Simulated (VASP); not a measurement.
Runs of VASP 6.6.1 on Hg. It takes space group I4/mmm (No. 139, tetragonal). Conventional cell: a = 3.753 Å, b = 3.753 Å, c = 3.834 Å, α = 90.00°, β = 90.00°, γ = 90.00°. Within 4.3 Å of Hg (site symmetry 4/mmm) lie 14 Hg at 3.27 to 3.83 Å. 

```tsv
level	potentials or basis	spin	k mesh	cutoff (eV)	smearing	gap on the mesh (eV)	pressure (GPa)	moment (μB)
BLYP	VASP PAW PBE potentials, release 64 (Hg_sv_GW)	non-collinear, zero start, SOC	7 × 7 × 7	550	methfessel-paxton 0.1 eV	-	3.6	0.00
LDA	VASP PAW LDA potentials, release 64 (Hg_sv_GW)	off	10 × 10 × 10	550	gaussian 0.02 eV	none	-4.4	-
r2SCAN	VASP PAW PBE potentials, release 64 (Hg)	off	10 × 10 × 10	520	fermi-dirac 0.05 eV	none	(a)	-
r2SCAN	VASP PAW PBE potentials, release 64 (Hg)	non-collinear, zero start, SOC	10 × 10 × 10	520	fermi-dirac 0.05 eV	-	-0.2	0.00
```

Alike in all rows: task single point; cell as given.

Q: Fill in the values left out.

A: (a) 0.4.

Caveats: the PAW data sets were made with another functional, which shifts forces and pressure a little (at least some runs); spin-orbit coupling is left out, which moves the levels of the heavy elements (at least some runs); the cell stands under pressure (at least some runs); the cell stands under tension (at least some runs).

A k mesh can miss the band edges, and rows without SOC leave out spin-orbit coupling on Hg.

A gap of «none» marks levels without a gap at the run's occupations.

The runs don't all hold the same shells in valence.
